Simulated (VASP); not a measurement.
A run of VASP 6.6.1 is set up as follows.

File INCAR:

```
SYSTEM = Ir
PREC = Accurate
ENCUT = 520
EDIFF = 1E-6
ISMEAR = 0
SIGMA = 0.15
LREAL = .False.
LASPH = .True.
NELM = 80
ALGO = Normal
ISIF = 2
LWAVE = .False.
LCHARG = .False.
GGA = PS
NBANDS = 10
```

The input KPOINTS:

```
regular mesh
0
Gamma
  22 22 22
  0 0 0
```

File POSCAR:

```
Ir
1.0
    0.0000000000      1.9676925000      1.9197000000
    1.9676925000      0.0000000000      1.9197000000
    1.9676925000      1.9676925000      0.0000000000
Ir
1
Direct
    0.0000000000      0.0000000000      0.0000000000
```

Potentials or basis: VASP PAW PBE potentials, release 64 (Ir).

Command:

```console
$ cat potpaw_PBE.64/Ir/POTCAR > POTCAR
$ mpirun -np 1 vasp_std > vasp.out
```

Question: Estimate the band gap on the k mesh.

Answer: Zero (an odd number of electrons rules out a gap without spin polarisation).

Question: Estimate the pressure.

Answer: -18.1 GPa.

Stress tensor (GPa, compression positive):
```
-20.69   0.00   0.00
  0.00 -20.69   0.00
  0.00   0.00 -12.82
```

Caveat: the cell differs from its parent crystal (strain +0.025 along x and y, +0.000 along z); the cell stands under tension; the PAW data sets were made with another functional, which shifts forces and pressure a little; spin-orbit coupling is left out, which moves the levels of the heavy elements.
